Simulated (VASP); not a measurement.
# W (Fd-3m) in VASP: further runs, part 2 of 2

VASP 6.6.1.

## Step 3: Single point, PBEsol (volume scaled by 0.84)

Contents of INCAR:

```
SYSTEM = W
ALGO     = Normal         ! electronic algorithm
EDIFF    = 1E-7           ! SCF threshold, eV
ENCUT    = 520            ! plane-wave cutoff, eV
GGA      = PS             ! functional
ISIF     = 2              ! what is computed and relaxed
ISMEAR   = -1             ! smearing method
LASPH    = .True.         ! aspherical terms in the spheres
LCHARG   = .True.         ! write CHGCAR
LELF     = .True.         ! ELF
LREAL    = .False.        ! projectors in reciprocal space
LVHAR    = .True.       
LWAVE    = .False.        ! write WAVECAR
NBANDS   = 21             ! bands
NELM     = 100            ! most SCF steps
PREC     = Accurate       ! precision mode
SIGMA    = 0.1            ! smearing width, eV
```

Contents of KPOINTS:

```
k-points
0
Gamma
  14 14 14
  0 0 0
```

Contents of POSCAR:

```
W
1.0
    0.0000000000      2.7164080346      2.7164080346
    2.7164080346      0.0000000000      2.7164080346
    2.7164080346      2.7164080346      0.0000000000
W
2
Direct
   -0.1250000000     -0.1250000000     -0.1250000000
    0.1250000000      0.1250000000      0.1250000000
```

Potentials or basis: VASP PAW PBE potentials, release 64 (W_sv).

The run is started by

```sh
$ cat potpaw_PBE.64/W_sv/POTCAR > POTCAR
$ mpirun -np 1 vasp_std > vasp.out
```

OUTCAR:

```text
SYSTEM = W
   EDIFF = 1E-7
   ENCUT = 520
   GGA = PS
   ISIF = 2
   ISMEAR = -1
   LASPH = .True.
   LREAL = .False.
   NELM = 100
   PREC = Accurate

 ion  position               nearest neighbor table
   1  0.875  0.875  0.875-   2 2.35   2 2.35   2 2.35   2 2.35
   2  0.125  0.125  0.125-   1 2.35   1 2.35   1 2.35   1 2.35

  LATTYP: Found a face centered cubic cell.
 ALAT       =     5.4328160692

  Lattice vectors:

 A1 = (   0.0000000000,   2.7164080346,   2.7164080346)
 A2 = (   2.7164080346,   0.0000000000,   2.7164080346)
 A3 = (   2.7164080346,   2.7164080346,   0.0000000000)

Analysis of symmetry for initial positions (statically):
=====================================================================
 Subroutine PRICEL returns:
 Original cell was already a primitive cell.

 Routine SETGRP: Setting up the symmetry group for a
 face centered cubic supercell.

 Subroutine GETGRP returns: Found 48 space group operations
 (whereof 12 operations were pure point group operations)
 out of a pool of 48 trial point group operations.

The static configuration has the point symmetry D_3d.
[... 152 lines left out ...]

 number of electron      28.0000004 magnetization

 Free energy of the ion-electron system (eV)
  ---------------------------------------------------
  ext. energy  EPLUGINS =         0.00000000
  ---------------------------------------------------
  free energy    TOTEN  =       -21.27746304 eV

  energy without entropy =      -21.20870904  energy(sigma->0) =      -21.24308604

 E-fermi :   7.3367     XC(G=0): -11.9932

 val. band max:        7.3272373174   @ k =   0.4286   0.4286   0.0000
 cond. band min:       7.3505960984   @ k =   0.2857   0.0714   0.0000
 fundamental gap:      0.0233587810
 Fermi energy:         7.3366964912

 k-point     1 :       0.0000    0.0000    0.0000
  band No.  band energies     occupation
      1     -65.8178      2.00000
      2     -65.1244      2.00000
      3     -30.7028      2.00000
      4     -30.7028      2.00000
      5     -30.7028      2.00000
      6     -29.1248      2.00000
[... 565 lines left out ...]
     20      17.6229      0.00000
     21      18.0772      0.00000

 [... further k-points ...]
[... 5 lines left out ...]
  --------------------------------------------------------------------------------------
  -------------------------------------------------------------------------------------
  Total        8.4037795      8.4037795      8.4037795     -0.0000000     -0.0000000      0.0000000
  in kB      335.8692274    335.8692274    335.8692274     -0.0000000     -0.0000000      0.0000000
  external PRESSURE =     335.8692274 kB  Pullay stress =       0.0000000 kB

 VOLUME and BASIS-vectors are now :
 -----------------------------------------------------------------------------
  energy-cutoff  :      520.00
  volume of cell :       40.09
      direct lattice vectors                 reciprocal lattice vectors
     0.000000000  2.716408035  2.716408035    -0.184066603  0.184066603  0.184066603
     2.716408035  0.000000000  2.716408035     0.184066603 -0.184066603  0.184066603
     2.716408035  2.716408035  0.000000000     0.184066603  0.184066603 -0.184066603

 POSITION                                       TOTAL-FORCE (eV/Angst)
 -----------------------------------------------------------------------------------
      4.75371      4.75371      4.75371         0.000000      0.000000     -0.000000
      0.67910      0.67910      0.67910        -0.000000     -0.000000      0.000000
 -----------------------------------------------------------------------------------
    total drift:                               -0.000000      0.000000      0.000000

  FREE ENERGIE OF THE ION-ELECTRON SYSTEM (eV)
  ---------------------------------------------------
  free  energy   TOTEN  =       -21.2774630360 eV

  energy  without entropy=      -21.2087090427  energy(sigma->0) =      -21.24308604
```

Run time: 89 s. Hardware: 1 thread of Intel Xeon Platinum 8259CL at 2.50GHz (Skylake/Cascade Lake), shared host; peak memory 0.21 GiB.

Results:

* Free energy: -21.2775 eV
* Pressure: 33.6 GPa
* Band gap on the k mesh: zero (band 14 reaches 7.91 eV, above the bottom of band 15 at 6.91 eV)

Caveat: the cell differs from its parent crystal (volume scaled by 0.84); the PAW data sets were made with another functional, which shifts forces and pressure a little; spin-orbit coupling is left out, which moves the levels of the heavy elements.

## Step 4: Single point, PBEsol, collinear spin, zero start

This run uses another cell than the first one, of 10.74 Å³/atom, 0.536 times its volume.

Contents of INCAR:

```
SYSTEM = W
PREC = Accurate ; ENCUT = 520
EDIFF = 1E-6 ; ISMEAR = -1
SIGMA = 0.1 ; LREAL = .False.
LASPH = .True. ; NELM = 150
ALGO = Normal ; ISIF = 2
LWAVE = .False. ; LCHARG = .True.
ISPIN = 2 ; MAGMOM = 0 0
LORBIT = 11 ; LMAXMIX = 4
GGA = PS ; LELF = .True.
LVHAR = .True. ; NBANDS = 25
```

Contents of KPOINTS:

```
regular mesh
0
Gamma
  14 14 14
  0 0 0
```

Contents of POSCAR:

```
W
1.0
    0.0000000000      2.2061722399      2.2061722399
    2.2061722399      0.0000000000      2.2061722399
    2.2061722399      2.2061722399      0.0000000000
W
2
Direct
   -0.1250000000     -0.1250000000     -0.1250000000
    0.1250000000      0.1250000000      0.1250000000
```

The run is started by

```sh
$ cat potpaw_PBE.64/W_sv/POTCAR > POTCAR
$ mpirun -np 1 vasp_std > vasp.out
```

Wall time 59 s (1 thread of Intel Xeon Platinum 8259CL at 2.50GHz (Skylake/Cascade Lake), shared host); peak memory 0.2 GiB.

The run converged. Its results:

- Free energy: 0.6323 eV
- Pressure: 547.1 GPa
- Band gap on the k mesh: zero (filled and empty bands overlap)
- Net moment: 0.00 μB per cell

Levels at points of the mesh, in eV from the Fermi level:
Spin up:
```
           k point  band 11  band 12  band 13  band 14  band 15  band 16  band 17  band 18
(0.00, 0.00, 0.00)    -8.09    -3.08    -3.08    -3.08     3.54     3.54     3.54    11.70
(0.50, 0.00, 0.00)    -7.12    -5.22    -5.15    -5.15     2.06     6.58     6.58     7.97
(0.50, 0.50, 0.00)    -5.12    -5.12    -1.17    -1.17     2.57     2.57     8.94     8.94
```
Spin down:
| k point | band 11 | band 12 | band 13 | band 14 | band 15 | band 16 | band 17 | band 18 |
| --- | --- | --- | --- | --- | --- | --- | --- | --- |
| (0.00, 0.00, 0.00) | -8.09 | -3.08 | -3.08 | -3.08 | 3.54 | 3.54 | 3.54 | 11.70 |
| (0.50, 0.00, 0.00) | -7.12 | -5.22 | -5.15 | -5.15 | 2.06 | 6.58 | 6.58 | 7.97 |
| (0.50, 0.50, 0.00) | -5.12 | -5.12 | -1.17 | -1.17 | 2.57 | 2.57 | 8.94 | 8.94 |

Caveat: the PAW data sets were made with another functional, which shifts forces and pressure a little; spin-orbit coupling is left out, which moves the levels of the heavy elements.
